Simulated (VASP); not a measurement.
# CrTc3 (Pm-3m) in VASP: density of states with PBEsol

Aim: the density of states of CrTc3 with PBEsol.

Program: VASP 6.6.1. These are calculated values, not measurements. Logs are shortened: lines on timing, memory, paths and dates and some standing lists are left out, and cuts for length are marked.

## 1. The cell of the first run

Symmetry: Pm-3m, No. 221, cubic system. Conventional cell: a = 3.777 Å, b = 3.777 Å, c = 3.777 Å, α = 90.00°, β = 90.00°, γ = 90.00°. Within 3.5 Å of Cr (site symmetry m-3m) lie 12 Tc at 2.67 Å. Tc (site symmetry 4/mmm) has 4 Cr at 2.67 Å and 8 Tc at 2.67 Å within 3.5 Å.

## 2. Density of states, PBEsol, collinear spin, ferromagnetic start

Contents of POSCAR:

```
CrTc3
1.0
    3.7768731535      0.0000000000      0.0000000000
    0.0000000000      3.7768731535      0.0000000000
    0.0000000000      0.0000000000      3.7768731535
Cr Tc
1 3
Direct
    0.0000000000      0.0000000000      0.0000000000
    0.0000000000      0.5000000000      0.5000000000
    0.5000000000      0.5000000000      0.0000000000
    0.5000000000      0.0000000000      0.5000000000
```

Contents of INCAR.step1:

```
PREC     = Accurate       # precision mode
ENCUT    = 520            # plane-wave cutoff, eV
EDIFF    = 1E-7           # SCF threshold, eV
ISMEAR   = 0              # smearing method
SIGMA    = 0.05           # smearing width, eV
LREAL    = False          # projectors in reciprocal space
LASPH    = True           # aspherical terms in the spheres
NELM     = 150            # most SCF steps
ALGO     = Normal         # electronic algorithm
ISIF     = 2              # what is computed and relaxed
LWAVE    = False          # write WAVECAR
LCHARG   = True           # write CHGCAR
ISPIN    = 2              # spin polarisation
MAGMOM   = 0.05 0 0 0     # initial moments
LMAXMIX  = 4              # l up to which the mixer works
GGA      = PS             # functional
NBANDS   = 38             # bands
```

Contents of KPOINTS.step1:

```
Automatic mesh
0
Gamma
  8 8 8
```

Contents of INCAR.step2:

```
PREC     = Accurate       # precision mode
ENCUT    = 520            # plane-wave cutoff, eV
EDIFF    = 1E-7           # SCF threshold, eV
ISMEAR   = -5             # smearing method
SIGMA    = 0.05           # smearing width, eV
LREAL    = False          # projectors in reciprocal space
LASPH    = True           # aspherical terms in the spheres
NELM     = 150            # most SCF steps
ALGO     = Normal         # electronic algorithm
ISIF     = 2              # what is computed and relaxed
LWAVE    = False          # write WAVECAR
LCHARG   = False          # write CHGCAR
ISPIN    = 2              # spin polarisation
MAGMOM   = 0.05 0 0 0     # initial moments
LORBIT   = 11             # projections on sites
LMAXMIX  = 4              # l up to which the mixer works
GGA      = PS             # functional
NEDOS    = 1001           # points of the DOS
ICHARG   = 11             # starting density
```

Contents of KPOINTS.step2:

```
Automatic mesh
0
Gamma
  12 12 12
```

Potentials or basis: VASP PAW PBE potentials, release 64 (Cr_pv, Tc_pv).

Launch:

```bash
cat potpaw_PBE.64/Cr_pv/POTCAR potpaw_PBE.64/Tc_pv/POTCAR > POTCAR
cp INCAR.step1 INCAR
cp KPOINTS.step1 KPOINTS
mpirun -np 1 vasp_std > vasp.out
cp INCAR.step2 INCAR
cp KPOINTS.step2 KPOINTS
mpirun -np 1 vasp_std > vasp.out
```

OUTCAR:

```text
PREC = Accurate
   ENCUT = 520
   EDIFF = 1E-7
   ISMEAR = -5
   LREAL = False
   LASPH = True
   NELM = 150
   ISIF = 2
   ISPIN = 2
   LORBIT = 11
   GGA = PS
   ICHARG = 11

 ion  position               nearest neighbor table
   1  0.000  0.000  0.000-   2 2.67   3 2.67   4 2.67   2 2.67   4 2.67   2 2.67   3 2.67   2 2.67
                             3 2.67   4 2.67   4 2.67   3 2.67
   2  0.000  0.500  0.500-   1 2.67   3 2.67   4 2.67   1 2.67   3 2.67   1 2.67   4 2.67   1 2.67
                             3 2.67   4 2.67   3 2.67   4 2.67
   3  0.500  0.500  0.000-   1 2.67   2 2.67   4 2.67   2 2.67   4 2.67   1 2.67   4 2.67   4 2.67
                             1 2.67   2 2.67   2 2.67   1 2.67
   4  0.500  0.000  0.500-   1 2.67   2 2.67   3 2.67   1 2.67   3 2.67   2 2.67   3 2.67   3 2.67
                             1 2.67   2 2.67   1 2.67   2 2.67

  LATTYP: Found a simple cubic cell.
 ALAT       =     3.7768731535

  Lattice vectors:

 A1 = (   3.7768731535,   0.0000000000,   0.0000000000)
 A2 = (   0.0000000000,   3.7768731535,   0.0000000000)
 A3 = (   0.0000000000,   0.0000000000,   3.7768731535)

Analysis of symmetry for initial positions (statically):
=====================================================================
 Subroutine PRICEL returns:
 Original cell was already a primitive cell.

 Routine SETGRP: Setting up the symmetry group for a
 simple cubic supercell.

 Subroutine GETGRP returns: Found 48 space group operations
[... 9 lines left out ...]

 Routine SETGRP: Setting up the symmetry group for a
 simple cubic supercell.

 Subroutine GETGRP returns: Found 48 space group operations
 (whereof 48 operations were pure point group operations)
 out of a pool of 48 trial point group operations.

The dynamic configuration has the point symmetry O_h .

Analysis of structural, dynamic, and magnetic symmetry:
=====================================================================
 Subroutine PRICEL returns:
 Original cell was already a primitive cell.

 Routine SETGRP: Setting up the symmetry group for a
 simple cubic supercell.

 Subroutine GETGRP returns: Found 48 space group operations
 (whereof 48 operations were pure point group operations)
 out of a pool of 48 trial point group operations.

The overall configuration has the point symmetry O_h .

 Subroutine INISYM returns: Found 48 space group operations
[... 120 lines left out ...]
   IALGO  =     38    algorithm
   IMIX   =      4    mixing-type and parameters
     AMIX     =   0.40;   BMIX     =  1.00
     AMIX_MAG =   1.60;   BMIX_MAG =  1.00
  volume/ion in A,a.u.               =      13.47        90.89
  Fermi-wavevector in a.u.,A,eV,Ry     =   1.607432  3.037605 35.155226  2.583836
  Thomas-Fermi vector in A             =   2.703461
   LORBIT       =     11    0 simple, 1 ext, 2 COOP (PROOUT), +10 PAW based schemes
   GGA     = PS    functional components
   LHFCALC =     F    Hartree Fock is set to
   AEXX    =    0.0000 exact exchange contribution
   IVDW    =     0    specifies the selected vdW correction
   LEPSILON=     F    determine dielectric tensor
   LRPA    =     F    only Hartree local field effects (RPA)
 spin polarized calculation
 Fermi weights with tetrahedron method with Bloechl corrections
  energy-cutoff  :      520.00
  volume of cell :       53.88
 maximum number of plane-waves:      1472

 number of electron      51.0000002 magnetization       0.0018895

 Free energy of the ion-electron system (eV)
  ---------------------------------------------------
  ext. energy  EPLUGINS =         0.00000000
  ---------------------------------------------------
  free energy    TOTEN  =       -43.41597799 eV

  energy without entropy =      -43.41597799  energy(sigma->0) =      -43.41597799

 E-fermi :  12.4367     XC(G=0): -13.9786

 val. band max:       12.4992709629   @ k =   0.5000   0.5000   0.3333
 cond. band min:      12.3168318260   @ k =   0.3333   0.3333   0.0000
 fundamental gap:     -0.1824391369
 Fermi energy:        12.4366589000

 spin component 1

 k-point     1 :       0.0000    0.0000    0.0000
  band No.  band energies     occupation
      1     -30.3237      1.00000
      2     -30.3237      1.00000
      3     -30.3237      1.00000
      4     -26.8652      1.00000
      5     -26.8652      1.00000
      6     -26.8652      1.00000
[... 781 lines left out ...]
     29      12.9925      0.00000
     30      13.4473      0.00000

 [... further k-points ...]

 spin component 2

 k-point     1 :       0.0000    0.0000    0.0000
  band No.  band energies     occupation
      1     -30.3216      1.00000
      2     -30.3216      1.00000
      3     -30.3216      1.00000
      4     -26.8653      1.00000
      5     -26.8653      1.00000
      6     -26.8653      1.00000
[... 781 lines left out ...]
     29      12.9936      0.00000
     30      13.4480      0.00000

 [... further k-points ...]
[... 5 lines left out ...]
  --------------------------------------------------------------------------------------
  -------------------------------------------------------------------------------------
  Total       -0.2334821     -0.2334821     -0.2334821      0.0000000      0.0000000      0.0000000
  in kB       -6.9433156     -6.9433156     -6.9433156      0.0000000      0.0000000      0.0000000
  external PRESSURE =      -6.9433156 kB  Pullay stress =       0.0000000 kB

 VOLUME and BASIS-vectors are now :
 -----------------------------------------------------------------------------
  energy-cutoff  :      520.00
  volume of cell :       53.88
      direct lattice vectors                 reciprocal lattice vectors
     3.776873153  0.000000000  0.000000000     0.264769284  0.000000000  0.000000000
     0.000000000  3.776873153  0.000000000     0.000000000  0.264769284  0.000000000
     0.000000000  0.000000000  3.776873153     0.000000000  0.000000000  0.264769284

 POSITION                                       TOTAL-FORCE (eV/Angst)
 -----------------------------------------------------------------------------------
      0.00000      0.00000      0.00000         0.000000      0.000000      0.000000
      0.00000      1.88844      1.88844         0.000000      0.000000      0.000000
      1.88844      1.88844      0.00000         0.000000      0.000000      0.000000
      1.88844      0.00000      1.88844         0.000000      0.000000      0.000000
 -----------------------------------------------------------------------------------
    total drift:                                0.000000      0.000000      0.000000

  FREE ENERGIE OF THE ION-ELECTRON SYSTEM (eV)
  ---------------------------------------------------
  free  energy   TOTEN  =       -43.4159779917 eV

  energy  without entropy=      -43.4159779917  energy(sigma->0) =      -43.41597799

 total charge

# of ion       s       p       d       tot
------------------------------------------
    1        0.401   6.368   4.178  10.947
    2        0.501   6.525   5.160  12.186
    3        0.501   6.525   5.160  12.186
    4        0.501   6.525   5.160  12.186
--------------------------------------------------
tot          1.905  25.942  19.659  47.505

 magnetization (x)

# of ion       s       p       d       tot
------------------------------------------
    1        0.000   0.000   0.002   0.002
    2       -0.000   0.000  -0.000  -0.000
    3       -0.000   0.000  -0.000  -0.000
    4       -0.000   0.000  -0.000  -0.000
--------------------------------------------------
tot         -0.000   0.000   0.001   0.001
```

OUTCAR.step1:

```text
PREC = Accurate
   ENCUT = 520
   EDIFF = 1E-7
   ISMEAR = 0
   LREAL = False
[... 2177 lines left out ...]
      0.00000      0.00000      0.00000         0.000000      0.000000      0.000000
      0.00000      1.88844      1.88844         0.000000      0.000000      0.000000
      1.88844      1.88844      0.00000         0.000000      0.000000      0.000000
      1.88844      0.00000      1.88844         0.000000      0.000000      0.000000
 -----------------------------------------------------------------------------------
    total drift:                                0.000000      0.000000      0.000000

  FREE ENERGIE OF THE ION-ELECTRON SYSTEM (eV)
  ---------------------------------------------------
  free  energy   TOTEN  =       -43.4144048183 eV

  energy  without entropy=      -43.4091299804  energy(sigma->0) =      -43.41176740
```

OSZICAR.step1:

```text
N       E                     dE             d eps       ncg     rms          rms(c)
DAV:   1     0.704596619647E+03    0.70460E+03   -0.28562E+04  5328   0.147E+03
DAV:   2    -0.184727904850E+02   -0.72307E+03   -0.69756E+03  5530   0.469E+02
DAV:   3    -0.479417638584E+02   -0.29469E+02   -0.28499E+02  5836   0.113E+02
DAV:   4    -0.483356523324E+02   -0.39389E+00   -0.39242E+00  6356   0.135E+01
DAV:   5    -0.483429490661E+02   -0.72967E-02   -0.72936E-02  6010   0.170E+00    0.359E+01
DAV:   6    -0.587943388154E+02   -0.10451E+02   -0.74740E+01  5650   0.530E+01    0.432E+01
DAV:   7    -0.444895786359E+02    0.14305E+02   -0.26126E+01  6048   0.590E+01    0.124E+01
DAV:   8    -0.434573303586E+02    0.10322E+01   -0.28212E+00  5654   0.106E+01    0.382E+00
DAV:   9    -0.434490952154E+02    0.82351E-02   -0.66498E-02  5914   0.163E+00    0.314E+00
DAV:  10    -0.434168699593E+02    0.32225E-01   -0.57299E-02  5806   0.161E+00    0.165E+00
DAV:  11    -0.434156201461E+02    0.12498E-02   -0.60049E-03  5852   0.416E-01    0.560E-01
DAV:  12    -0.434147405494E+02    0.87960E-03   -0.26013E-03  5746   0.273E-01    0.388E-01
DAV:  13    -0.434144486876E+02    0.29186E-03   -0.59907E-04  5636   0.177E-01    0.202E-01
DAV:  14    -0.434144178272E+02    0.30860E-04   -0.63328E-05  5922   0.530E-02    0.110E-01
DAV:  15    -0.434144065710E+02    0.11256E-04   -0.21493E-05  5794   0.241E-02    0.413E-02
DAV:  16    -0.434144050011E+02    0.15699E-05   -0.38706E-06  5818   0.136E-02    0.154E-02
DAV:  17    -0.434144048724E+02    0.12863E-06   -0.25416E-07  4018   0.325E-03    0.519E-03
DAV:  18    -0.434144048183E+02    0.54111E-07   -0.32943E-08  2906   0.117E-03
   1 F= -.43414405E+02 E0= -.43411767E+02  d E =-.527484E-02  mag=     0.0019
```

It took 3.7 min on 1 thread of Intel Xeon Platinum 8488C (Sapphire Rapids), shared host; peak memory 0.31 GiB.

Results:

```
Net moment                                            : 0.00 μB per cell
Valence electrons inside the program's atomic spheres : Cr 10.95; Tc 12.19
```

Levels at points of the mesh, in eV from the Fermi level:
Spin up:
```csv
k point,band 22,band 23,band 24,band 25,band 26,band 27,band 28,band 29
"(0.00, 0.00, 0.00)",-1.38,1.00,1.00,2.63,2.63,2.91,2.91,2.91
"(0.50, 0.00, 0.00)",-2.20,-0.65,-0.49,0.35,0.35,0.47,0.47,0.52
"(0.50, 0.50, 0.00)",-2.27,-2.27,-1.50,-0.39,-0.39,-0.33,0.17,0.81
"(0.50, 0.50, 0.50)",-1.58,-1.13,-1.13,1.08,1.08,1.08,1.54,2.54
```
Spin down:
```
           k point  band 23  band 24  band 25  band 26  band 27  band 28
(0.00, 0.00, 0.00)     1.00     1.00     2.63     2.63     2.91     2.91
(0.50, 0.00, 0.00)    -0.65    -0.49     0.35     0.35     0.47     0.47
(0.50, 0.50, 0.00)    -2.27    -1.49    -0.39    -0.39    -0.33     0.18
(0.50, 0.50, 0.50)    -1.12    -1.12     1.08     1.08     1.08     1.54
```

Caveat: the PAW data sets were made with another functional, which shifts forces and pressure a little; tetrahedron occupations give inexact forces and stress in metals.
